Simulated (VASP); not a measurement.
The system is ZnO (zincite).

```
CELL_PARAMETERS angstrom
3.24931 0.00000 0.00000
-1.62465 2.81398 0.00000
0.00000 0.00000 5.20571
ATOMIC_POSITIONS crystal
Zn 0.66667 0.33333 0.00000
Zn 0.33333 0.66667 0.50000
O 0.33333 0.66667 0.87901
O 0.66667 0.33333 0.37901
```

| Item | Value |
| --- | --- |
| Program | VASP 6.6.1 |
| Task | relaxation of cell and atoms |
| Functional | revPBE |
| Potentials or basis | VASP PAW PBE potentials, release 64 (Zn, O) |
| Cutoff | 600 eV |
| k mesh | 7 × 7 × 4 |
| Occupations | fermi-dirac, width 0.05 eV |
| Spin | no spin polarisation |

At the start: pressure 9.2 GPa; volume 11.90 Å³/atom.

**Question.** How do energy, volume and symmetry change on relaxing?

**Answer.** Over 5 steps the energy falls by 22.2 meV/atom and the volume is 12.73 Å³/atom (+7.0 %); space group P6_3mc (No. 186, to 0.05 Å).

Step by step:
| step | energy change (eV) | largest force (eV/Å) | pressure (GPa) | volume (Å³) |
| --- | --- | --- | --- | --- |
| 1 | 0.0000 | 0.0790 | 9.23 | 47.60 |
| 2 | -0.0709 | 0.0233 | -3.40 | 52.48 |
| 3 | -0.0889 | 0.0016 | 0.04 | 50.85 |
| 4 | -0.0888 | 0.0027 | -0.07 | 50.92 |
| 5 | -0.0889 | 0.0090 | -0.07 | 50.92 |

Final structure:
```yaml
crystal:
  lattice:
    - [3.31747, 0.00000, 0.00000]
    - [-1.65874, 2.87302, 0.00000]
    - [0.00000, 0.00000, 5.34218]
  atoms:
    - { symbol: Zn, position: [0.66667, 0.33333, 0.99951] }
    - { symbol: Zn, position: [0.33333, 0.66667, 0.49951] }
    - { symbol: O, position: [0.33333, 0.66667, 0.87950] }
    - { symbol: O, position: [0.66667, 0.33333, 0.37950] }
```

Caveat: the PAW data sets were made with another functional, which shifts forces and pressure a little.
